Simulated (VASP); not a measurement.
Input of a VASP 6.6.1 run:

The input INCAR:

```
SYSTEM = AlN
ALGO = Normal
EDIFF = 1E-6
ENCUT = 520
GGA = PE
ISIF = 2
ISMEAR = 0
LASPH = .True.
LCHARG = .True.
LELF = .True.
LREAL = .False.
LVHAR = .True.
LWAVE = .False.
NBANDS = 16
NELM = 100
PREC = Accurate
SIGMA = 0.01
```

The input KPOINTS:

```
k-points
0
Gamma
  6 6 4
  0 0 0
```

The input POSCAR:

```
AlN
1.0
    3.1998945730      0.0000000000      0.0000000000
   -1.5999472865      2.7711899896      0.0000000000
    0.0000000000      0.0000000000      5.1279492985
Al N
2 2
Direct
    0.3333333333      0.6666666667     -0.0029868361
    0.6666666667      0.3333333333      0.4970131639
    0.3333333333      0.6666666667      0.3779868361
    0.6666666667      0.3333333333      0.8779868361
```

Potentials or basis: VASP PAW PBE potentials, release 64 (Al, N).

The run is started by

```sh
$ cat potpaw_PBE.64/Al/POTCAR potpaw_PBE.64/N/POTCAR > POTCAR
$ mpirun -np 1 vasp_std > vasp.out
```

Task: What does it give for the pressure?

Result: -11.4 GPa.

Task: What does it give for the band gap on the k mesh?

Result: 3.49 eV, direct.

Forces on the atoms (eV/Å):
```
Al   0.000  0.000 -0.010
Al   0.000  0.000 -0.010
N    0.000  0.000  0.010
N    0.000  0.000  0.010
```

Caveat: the cell differs from its parent crystal (strain +3.0%).
